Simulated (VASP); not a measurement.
Runs of VASP 6.6.1 on Ta. The structure is that of space group P6/mmm (No. 191), or close to it. The cells are those of the table. The cell was built from a structure type or drawn by symmetry, and may not be a known phase.

| task | cell | k mesh | cutoff (eV) | gap on the mesh (eV) | pressure (GPa) | relaxed volume (Å³/atom) |
| --- | --- | --- | --- | --- | --- | --- |
| single point | a = 2.887, b = 2.887, c = 2.739 Å, angles 90.0, 90.0, 120.0°, 1 atom | 24 × 24 × 20 | 520 | none | 0.1 | - |
| single point | a = 2.811, b = 2.811, c = 2.897 Å, angles 90.0, 90.0, 120.0°, 1 atom | 8 × 8 × 6 | 520 | none | (a) | - |
| relaxation of cell and atoms | relaxed from a = 2.900, b = 2.900, c = 2.735 Å, angles 90.0, 90.0, 120.0°, 1 atom | 24 × 24 × 20 | 600 | none | 0.1 | 19.77 |
| relaxation of cell and atoms | relaxed from a = 2.811, b = 2.811, c = 2.897 Å, angles 90.0, 90.0, 120.0°, 1 atom | 8 × 8 × 6 | 600 | none | 0.0 | 19.91 |
| single point | a = 2.900, b = 2.900, c = 2.735 Å, angles 90.0, 90.0, 120.0°, 1 atom | 8 × 8 × 6 | 520 | none | -0.2 | - |

Alike in all rows: level PBE; potentials or basis VASP PAW PBE potentials, release 64 (Ta_pv); no spin polarisation; smearing gaussian 0.1 eV.

Q: Estimate the missing entries.

A: (a) 0.9.

Caveats: some runs use coarse meshes; spin-orbit coupling is left out, which moves the levels of the heavy elements.

A k mesh can miss the band edges, and the runs leave out spin-orbit coupling on Ta.

A gap of «none» marks levels without a gap at the run's occupations.
